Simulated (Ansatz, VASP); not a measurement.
# BP: VASP beside Ansatz

The input INCAR:

```
  PREC = Accurate
  ENCUT = 520
  EDIFF = 1E-6
  ISMEAR = -1
  SIGMA = 0.08
  LREAL = F
  LASPH = T
  NELM = 80
  ALGO = Normal
  ISIF = 2
  LWAVE = F
  LCHARG = F
  GGA = PE
  NBANDS = 11
```

Contents of KPOINTS:

```
regular mesh
0
Gamma
  15 15 15
```

POSCAR

```
BP
1.0
    0.0000000000      2.2741953670      2.2741953670
    2.2741953670      0.0000000000      2.2741953670
    2.2741953670      2.2741953670      0.0000000000
B P
1 1
Direct
    0.0000000000      0.0000000000      0.0000000000
    0.2500000000      0.2500000000      0.2500000000
```

Input for Ansatz:

```yaml
crystal:
  lattice:
    - [0.0, 2.274195367, 2.274195367]
    - [2.274195367, 0.0, 2.274195367]
    - [2.274195367, 2.274195367, 0.0]
  atoms:
    - { symbol: B, position: [0.0, 0.0, 0.0] }
    - { symbol: P, position: [0.25, 0.25, 0.25] }
kpoints:
  mp_grid: { grid: [15, 15, 15] }
  band_path:
    path:
      - [0.0, 0.0, 0.0]
      - [-0.5, -0.5, 0.0]
      - [-0.375, -0.375, 0.25]
      - [-0.375, 0.0, 0.375]
      - [0.0, 0.0, 0.0]
      - [0.0, 0.0, 0.5]
      - [-0.5, -0.25, 0.25]
      - [-0.5, -0.5, 0.0]
    npoints: 14
scf:
  occupations: { method: fermi_dirac, width: 0.08 }
hamiltonian:
  xc: pbe
  pseudopotentials: { kind: all_electron, lapw: { basis_error: 0.001 } }
output:
  forces: true
  stress: true
  eigenvalues: true
  populations: true
  dos: { projected: true, de: 0.2, e_range: [-14, 8] }
```

Alike in both runs: task single point; functional PBE; k mesh 15 × 15 × 15; occupations fermi-dirac, width 0.08 eV; no spin polarisation.

```csv
,VASP,Ansatz
version,VASP 6.6.1,Ansatz 0.2.0
potentials or method,"VASP PAW PBE potentials, release 64 (B, P), cutoff 520 eV","all-electron LAPW, scalar-relativistic"
```

```csv
,VASP,Ansatz,Ansatz less VASP
pressure (GPa),-0.2,0.0,+0.20
```

Ansatz ran all-electron here, and VASP with PAW potentials.
